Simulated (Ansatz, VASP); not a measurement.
**BaTiO3: VASP beside Ansatz**

The input INCAR:

```
SYSTEM = BaTiO3
  PREC = Accurate
  ENCUT = 520
  EDIFF = 1E-6
  ISMEAR = 0
  SIGMA = 0.01
  LREAL = .False.
  LASPH = .True.
  NELM = 150
  ALGO = Normal
  ISIF = 2
  LWAVE = .False.
  LCHARG = .False.
  LMAXMIX = 4
  LDAU = .True.
  LDAUTYPE = 2
  LDAUL = -1 2 -1
  LDAUU = 0 6 0
  LDAUJ = 0 0 0
  LDAUPRINT = 1
  GGA = PE
  NBANDS = 28
```

Contents of KPOINTS:

```
regular mesh
0
Gamma
  6 6 6
  0 0 0
```

Contents of POSCAR:

```
BaTiO3
1.0
    3.9998000000      0.0000000000      0.0000000000
    0.0000000000      3.9998000000      0.0000000000
    0.0000000000      0.0000000000      4.0180000000
Ba Ti O
1 1 3
Direct
    0.0000000000      0.0000000000      0.0000000000
    0.5000000000      0.5000000000      0.4900000000
    0.5000000000      0.5000000000      0.0190000000
    0.5000000000      0.0000000000      0.5170000000
    0.0000000000      0.5000000000      0.5170000000
```

Input for Ansatz:

```yaml
crystal:
  lattice:
    - [3.9998, 0.0, 0.0]
    - [0.0, 3.9998, 0.0]
    - [0.0, 0.0, 4.018]
  atoms:
    - { symbol: Ba, position: [0.0, 0.0, 0.0] }
    - { symbol: Ti, position: [0.5, 0.5, 0.49000000000000005] }
    - { symbol: O, position: [0.5, 0.5, 0.019] }
    - { symbol: O, position: [0.5, 0.0, 0.517] }
    - { symbol: O, position: [0.0, 0.5, 0.517] }
basis:
  ecutwfc: 450.0
kpoints:
  mp_grid:
    grid: [6, 6, 6]
hamiltonian:
  xc: pbe
  hubbard:
    - { species: Ti, l: d, u_eff: 6.0 }
scf:
  convergence:
    dr2_threshold: 1.0e-10
  occupations:
    method: fixed
output:
  eigenvalues: true
```

Alike in both runs: task single point; functional PBE; k mesh 6 × 6 × 6; no spin polarisation; Hubbard terms Ti d U = 6.0 eV.

|  | VASP | Ansatz |
| --- | --- | --- |
| version | VASP 6.6.1 | Ansatz 0.2.0 |
| potentials or method | VASP PAW PBE potentials, release 64 (Ba_sv, Ti_sv, O), cutoff 520 eV | plane waves, PAW |
| occupations | gaussian, width 0.01 eV | fixed |
| valence electrons in the cell | 40 | 40 |

|  | VASP | Ansatz | Ansatz less VASP |
| --- | --- | --- | --- |
| gap on the k mesh at the Fermi level (eV) | 2.52 | 2.60 | +0.079 |

The programs project onto different local orbitals, so the same U acts differently, and such runs can settle in different states.

Neither program's run includes spin-orbit coupling.
